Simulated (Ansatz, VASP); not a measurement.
Two plane-wave programs on ReP2

The input INCAR:

```
SYSTEM = ReP2
PREC = Accurate
ENCUT = 520
EDIFF = 1E-8
ISMEAR = -1
SIGMA = 0.08
LREAL = .FALSE.
LASPH = .TRUE.
NELM = 80
ALGO = Normal
ISIF = 2
LWAVE = .FALSE.
LCHARG = .FALSE.
GGA = PE
LEFG = .TRUE.
NBANDS = 16
```

File KPOINTS:

```
Automatic mesh
0
G
  12 12 7
  0 0 0
```

File POSCAR:

```
ReP2
1.0
    3.0882765819      0.0000000000      0.0000000000
   -1.5441382909      2.6745259738      0.0000000000
    0.0000000000      0.0000000000      5.1501274434
Re P
1 2
Direct
    0.0000000000      0.0000000000      0.0000000000
    0.3333333333      0.6666666667      0.3253328333
    0.6666666667      0.3333333333      0.6746671667
```

Input for Ansatz:

```yaml
crystal:
  lattice:
    - [3.0882765819, 0.0, 0.0]
    - [-1.5441382909, 2.6745259738, 0.0]
    - [0.0, 0.0, 5.1501274434]
  atoms:
    - { symbol: Re, position: [0.0, 0.0, 0.0] }
    - { symbol: P, position: [0.3333333333, 0.6666666667, 0.3253328333] }
    - { symbol: P, position: [0.6666666667, 0.3333333333, 0.6746671667] }
kpoints:
  mp_grid: { grid: [12, 12, 7] }
  band_path:
    path:
      - [0.0, 0.0, 0.0]
      - [0.5, 0.0, 0.0]
      - [0.3333333333, 0.3333333333, 0.0]
      - [0.0, 0.0, 0.0]
      - [0.0, 0.0, 0.5]
      - [0.5, 0.0, 0.5]
      - [0.3333333333, 0.3333333333, 0.5]
      - [0.0, 0.0, 0.5]
      - [0.5, 0.0, 0.5]
    npoints: 8
scf:
  occupations: { method: fermi_dirac, width: 0.08 }
hamiltonian:
  xc: pbe
  pseudopotentials: { kind: paw }
output:
  forces: true
  stress: true
  eigenvalues: true
  efg: { contact_densities: true }
  populations: true
  bader: true
  dos: { projected: true, de: 0.2, e_range: [-14, 8] }
```

Alike in both runs: task electric field gradients; functional PBE; k mesh 12 × 12 × 7; occupations fermi-dirac, width 0.08 eV; no spin polarisation.

```csv
,VASP,Ansatz
version,VASP 6.6.1,Ansatz 0.2.0
potentials or method,"VASP PAW PBE potentials, release 64 (Re, P)","PAW with Ansatz's default frozen-core files, scalar-relativistic"
plane-wave cutoff (eV),520,420
valence electrons in the cell,17,25
```

VASP gave:

```
pressure (GPa)                                       : 0.3
rms of the force components (eV/Å)                   : 0.027
size of Vzz on the site where it differs most (V/Å²) : 271.4
```

Task: What did Ansatz give for the same quantities?

Result: Pressure (GPa): 0.0; rms of the force components (eV/Å): 0.000; size of Vzz on the site where it differs most (V/Å²): 278.3.

Atom by atom the forces differ by 0.027 eV/Å (rms over components). VASP's potentials hold 17 valence electrons a cell and Ansatz's 25, so a difference there can come from the potentials and not from the codes.

Neither program's run includes spin-orbit coupling.
